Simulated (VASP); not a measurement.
# GeW in VASP: settings compared

The runs below take GeW through relaxation of cell and atoms, single point, with revPBE+D4, PBE, RPBE, revPBE.

Program: VASP 6.6.1. These are calculated values, not measurements. Logs are shortened: lines on timing, memory, paths and dates and some standing lists are left out, and cuts for length are marked.

### 1 The cell of the first run

Symmetry: Fm-3m, No. 225, cubic system. Conventional cell: a = 5.155 Å, b = 5.155 Å, c = 5.155 Å, α = 90.00°, β = 90.00°, γ = 90.00°. Ge (site symmetry m-3m) has 6 W at 2.58 Å within 3.4 Å. W (site symmetry m-3m) has 6 Ge at 2.58 Å within 3.4 Å.

### 2 Relaxation of cell and atoms, revPBE+D4

INCAR reads:

```
  PREC = Accurate
  ENCUT = 600
  EDIFF = 1E-6
  ISMEAR = -1
  SIGMA = 0.05
  LREAL = F
  LASPH = T
  NELM = 60
  ALGO = Normal
  ISIF = 3
  LWAVE = F
  LCHARG = F
  GGA = RE
  IVDW = 13
  IBRION = 2
  NSW = 60
  EDIFFG = -0.01
```

KPOINTS reads:

```
regular mesh
0
Gamma
  9 9 9
```

POSCAR reads:

```
GeW
1.0
    0.0000000000      2.5776100000      2.5776100000
    2.5776100000      0.0000000000      2.5776100000
    2.5776100000      2.5776100000      0.0000000000
Ge W
1 1
Direct
    0.5000000000      0.5000000000      0.5000000000
    0.0000000000      0.0000000000      0.0000000000
```

Potentials or basis: VASP PAW PBE potentials, release 64 (Ge_d, W_sv).

Command:

```sh
cat potpaw_PBE.64/Ge_d/POTCAR potpaw_PBE.64/W_sv/POTCAR > POTCAR
mpirun -np 1 vasp_std > vasp.out
```

OUTCAR:

```text
PREC = Accurate
   ENCUT = 600
   EDIFF = 1E-6
   ISMEAR = -1
   LREAL = F
   LASPH = T
   NELM = 60
   ISIF = 3
   GGA = RE
   IVDW = 13
   IBRION = 2
   NSW = 60
   EDIFFG = -0.01

 ion  position               nearest neighbor table
   1  0.500  0.500  0.500-   2 2.58   2 2.58   2 2.58   2 2.58   2 2.58   2 2.58
   2  0.000  0.000  0.000-   1 2.58   1 2.58   1 2.58   1 2.58   1 2.58   1 2.58

  LATTYP: Found a face centered cubic cell.
 ALAT       =     5.1552200000

  Lattice vectors:

 A1 = (   0.0000000000,   2.5776100000,   2.5776100000)
 A2 = (   2.5776100000,   0.0000000000,   2.5776100000)
 A3 = (   2.5776100000,   2.5776100000,   0.0000000000)

Analysis of symmetry for initial positions (statically):
=====================================================================
 Subroutine PRICEL returns:
 Original cell was already a primitive cell.

 Routine SETGRP: Setting up the symmetry group for a
 face centered cubic supercell.

 Subroutine GETGRP returns: Found 48 space group operations
 (whereof 48 operations were pure point group operations)
 out of a pool of 48 trial point group operations.

The static configuration has the point symmetry O_h .

Analysis of symmetry for dynamics (positions and initial velocities):
=====================================================================
 Subroutine PRICEL returns:
 Original cell was already a primitive cell.

 Routine SETGRP: Setting up the symmetry group for a
 face centered cubic supercell.

 Subroutine GETGRP returns: Found 48 space group operations
 (whereof 48 operations were pure point group operations)
 out of a pool of 48 trial point group operations.

The dynamic configuration has the point symmetry O_h .

 Subroutine INISYM returns: Found 48 space group operations
 (whereof 48 operations are pure point group operations),
 and found     1 'primitive' translations

----------------------------------------------------------------------------------------

                                     Primitive cell

  volume of cell :      34.2517

  direct lattice vectors                    reciprocal lattice vectors
     0.000000000  2.577610000  2.577610000    -0.193978143  0.193978143  0.193978143
     2.577610000  0.000000000  2.577610000     0.193978143 -0.193978143  0.193978143
     2.577610000  2.577610000  0.000000000     0.193978143  0.193978143 -0.193978143

  length of vectors
     3.645291021  3.645291021  3.645291021     0.335979998  0.335979998  0.335979998

  position of ions in fractional coordinates (direct lattice)
[... 71 lines left out ...]
   ISTART =      0    job   : 0-new  1-cont  2-samecut
   ICHARG =      2    charge: 1-file 2-atom 10-const
   ISPIN  =      1    spin polarized calculation?
   LNONCOLLINEAR =      F non collinear calculations
   LSORBIT =      F    spin-orbit coupling
   LASPH  =      T    aspherical Exc in radial PAW
   ENCUT  =  600.0 eV  44.10 Ry    6.64 a.u.   7.28  7.28  7.28*2*pi/ulx,y,z
   NELM   =     60;   NELMIN=  2; NELMDL= -5     # of ELM steps
   EDIFF  = 0.1E-05   stopping-criterion for ELM
   LREAL  =      F    real-space projection
   EDIFFG = -.1E-01   stopping-criterion for IOM
   NSW    =     60    number of steps for IOM
   IBRION =      2    ionic relax: 0-MD 1-quasi-New 2-CG
   NFREE  =      1    steps in history (QN), initial steepest desc. (CG)
   ISIF   =      3    stress and relaxation
   ISYM   =      2    0-nonsym 1-usesym 2-fastsym
   POTIM  = 0.5000    time-step for ionic-motion
   TEBEG  =    0.0;   TEEND  =   0.0 temperature during run
   PSTRESS=    0.0 pullay stress
   NELECT =      28.0000    total number of electrons
   NUPDOWN=      -1.0000    fix difference up-down
   EMIN   =  10.00;   EMAX   =-10.00  energy-range for DOS
   EFERMI =   0.00;   METHOD = LEGACY
   ISMEAR =    -1;   SIGMA  =   0.05  broadening in eV -4-tet -1-fermi 0-gaus
   EFERMI_NEDOS =   21; number of points for ismear=-14 and -15
   IALGO  =     38    algorithm
   IMIX   =      4    mixing-type and parameters
     AMIX     =   0.40;   BMIX     =  1.00
     AMIX_MAG =   1.60;   BMIX_MAG =  1.00
  volume/ion in A,a.u.               =      17.13       115.57
  Fermi-wavevector in a.u.,A,eV,Ry     =   1.530736  2.892672 31.880529  2.343153
  Thomas-Fermi vector in A             =   2.638178
   LORBIT       =      0    0 simple, 1 ext, 2 COOP (PROOUT), +10 PAW based schemes
   GGA     = RE    functional components
   LHFCALC =     F    Hartree Fock is set to
   AEXX    =    0.0000 exact exchange contribution
   IVDW    =    13    specifies the selected vdW correction
   LEPSILON=     F    determine dielectric tensor
   LRPA    =     F    only Hartree local field effects (RPA)
 conjugate gradient relaxation of ions
 non-spin polarized calculation
  energy-cutoff  :      600.00
  volume of cell :       34.25
 maximum number of plane-waves:      1158
 NGX is ok and might be reduce to    30
   NGX = 15   NGY = 15   NGZ = 15

--------------------------------------- Ionic step        1  -------------------------------------------

 number of electron      28.0000000 magnetization

 Free energy of the ion-electron system (eV)
  ---------------------------------------------------
  ext. energy  EPLUGINS =         0.00000000
  ---------------------------------------------------
  free energy    TOTEN  =       -14.94493389 eV

  energy without entropy =      -14.92108256  energy(sigma->0) =      -14.93300822

------------------------ aborting loop because EDIFF is reached ----------------------------------------

  DFT-D4 for vdW energy calculation

  Edisp (eV):   -1.56808
[... 31 lines left out ...]
--------------------------------------- Ionic step        2  -------------------------------------------

 number of electron      28.0000003 magnetization

 E-fermi :  10.0509     XC(G=0): -12.7468

 val. band max:       10.0482832865   @ k =   0.3333   0.1111   0.0000
 cond. band min:      10.0663293276   @ k =   0.3333   0.2222   0.0000
 fundamental gap:      0.0180460412
 Fermi energy:        10.0508805645

 k-point     1 :       0.0000    0.0000    0.0000
  band No.  band energies     occupation
      1     -64.3871      2.00000
      2     -28.6063      2.00000
      3     -28.6063      2.00000
      4     -28.6063      2.00000
      5     -14.5426      2.00000
      6     -14.5426      2.00000
[... 534 lines left out ...]
--------------------------------------- Ionic step        3  -------------------------------------------

 number of electron      28.0000009 magnetization

 Free energy of the ion-electron system (eV)
  ---------------------------------------------------
  ext. energy  EPLUGINS =         0.00000000
  ---------------------------------------------------
  free energy    TOTEN  =       -14.91930471 eV

  energy without entropy =      -14.89581999  energy(sigma->0) =      -14.90756235

 E-fermi :   9.4553     XC(G=0): -12.4986

 val. band max:        9.4327375112   @ k =  -0.3333   0.3333   0.1111
 cond. band min:       9.4558944963   @ k =   0.3333   0.1111   0.0000
 fundamental gap:      0.0231569851
 Fermi energy:         9.4553134198

 k-point     1 :       0.0000    0.0000    0.0000
  band No.  band energies     occupation
      1     -65.0358      2.00000
      2     -29.2342      2.00000
      3     -29.2342      2.00000
      4     -29.2342      2.00000
      5     -15.0721      2.00000
      6     -15.0721      2.00000
[... 528 lines left out ...]
  FREE ENERGIE OF THE ION-ELECTRON SYSTEM (eV)
  ---------------------------------------------------
  free  energy   TOTEN  =       -16.5253647469 eV

  energy  without entropy=      -16.5018800205  energy(sigma->0) =      -16.51362238

 reached required accuracy - stopping structural energy minimisation
```

Run time: 90 s. Hardware: 1 thread of Intel Xeon Platinum 8259CL at 2.50GHz (Skylake/Cascade Lake), shared host; peak memory 0.2 GiB.

What came out:

| Quantity | Value |
| --- | --- |
| Free energy | -16.5254 eV |
| Relaxed volume | 16.70 Å³/atom |
| Relaxed cell | a = 3.615 Å, b = 3.615 Å, c = 3.615 Å, α = 60.00°, β = 60.00°, γ = 60.00° |
| Space group after relaxing (to 0.05 Å) | Fm-3m (No. 225) |
| Energy gained by relaxing | 6.2 meV/atom |
| Ionic steps | 3 |
| Pressure after relaxing | -0.1 GPa |
| Band gap on the k mesh | zero (band 14 reaches 10.03 eV, above the bottom of band 15 at 8.24 eV) |
| Dispersion energy per atom | -0.803 eV |

The path:
```
step  energy change (eV)  largest force (eV/Å)  pressure (GPa)  volume (Å³)
   1              0.0000                0.0000           -4.48        34.25
   2              0.0274                0.0000            9.05        31.93
   3             -0.0124                0.0000           -0.05        33.40
```

Final structure:
```
Ge W
1.0
     0.00000    2.55615    2.55615
     2.55615    0.00000    2.55615
     2.55615    2.55615    0.00000
Ge W
1 1
Direct
  0.50000 0.50000 0.50000
  0.00000 0.00000 0.00000
```

Caveat: the PAW data sets were made with another functional, which shifts forces and pressure a little; spin-orbit coupling is left out, which moves the levels of the heavy elements; pairwise dispersion overbinds metals, which lowers pressure and volume.

(Continued in part 2 of 3.)
